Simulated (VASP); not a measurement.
Set up this calculation in VASP 6.6.1, as the native input.

| Property | Result |
| --- | --- |
| Task | single point |
| Functional | PBE |
| Dispersion | D3(BJ) |
| Potentials or basis | VASP PAW PBE potentials, release 64 (C) |
| Cutoff | 520 eV |
| k mesh | 15 × 15 × 15 |
| Occupations | gaussian, width 0.05 eV |
| Spin | no spin polarisation |
| Dipole correction | no |
| Further INCAR settings | ALGO = Normal; EDIFF = 1e-07; NBANDS = 11 |

The structure of C lies in POSCAR:

```
C
1.0
    1.2222513345      0.7056671370      3.3330408480
   -1.2222513345      0.7056671370      3.3330408480
    0.0000000000     -1.4113342740      3.3330408480
C
2
Direct
    0.1741331993      0.1741331993      0.1741331993
    0.8258668007      0.8258668007      0.8258668007
```

The input as run:

INCAR

```
SYSTEM = C
PREC = Accurate
ENCUT = 520
EDIFF = 1E-7
ISMEAR = 0
SIGMA = 0.05
LREAL = .False.
LASPH = .True.
NELM = 60
ALGO = Normal
ISIF = 2
LWAVE = .False.
LCHARG = .False.
GGA = PE
IVDW = 12
NBANDS = 11
```

KPOINTS

```
Automatic mesh
0
Gamma
  15 15 15
  0 0 0
```

Potentials or basis: VASP PAW PBE potentials, release 64 (C).

Run with:

```sh
$ cat potpaw_PBE.64/C/POTCAR > POTCAR
$ mpirun -np 1 vasp_std > vasp.out
```

It gave:

```
Pressure                   : 6.8 GPa
Largest force              : 2.495 eV/Å
Band gap on the k mesh     : 0.46 eV, direct
Dispersion energy per atom : -0.158 eV
```

Caveat: forces of over 1 eV/Å act on the atoms, so gaps and moduli don't describe the material at rest.

Run time: 2.6 min on 1 thread of AMD EPYC 7R13, on a shared host, peak memory 0.17 GiB.
